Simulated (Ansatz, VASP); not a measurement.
# One calculation of HfO2, two programs

```
Hf O
1.0
     0.00000    2.54826    2.54826
     2.54826    0.00000    2.54826
     2.54826    2.54826    0.00000
Hf O
1 2
Cartesian
  0.0000 0.0000 0.0000
  1.2741 1.2741 1.2741
  3.8224 3.8224 3.8224
```

Alike in both runs: functional PBE; k mesh 8 × 8 × 8; occupations gaussian, width 0.1 eV; no spin polarisation.

Ansatz relaxed the structure, and its values are those at the end. VASP's run is a single point on that final structure, the one shown.

|  | VASP | Ansatz |
| --- | --- | --- |
| version | VASP 6.6.1 | Ansatz 0.2.0 |
| potentials or method | VASP PAW PBE potentials, release 64 (Hf_pv, O), cutoff 600 eV | scalar-relativistic, plane waves, PAW |
| valence electrons in the cell | 22 | 38 |

|  | VASP | Ansatz | Ansatz less VASP |
| --- | --- | --- | --- |
| gap on the k mesh at the Fermi level (eV) | 3.76 | 3.75 | -0.011 |
| least direct gap on the mesh (eV) | 3.76 | 3.75 | -0.011 |
| pressure (GPa) | -3.7 | 0.2 | +3.95 |

VASP's potentials hold 22 valence electrons a cell and Ansatz's 38, so a difference there can come from the potentials and not from the codes.

Neither program's run includes spin-orbit coupling.
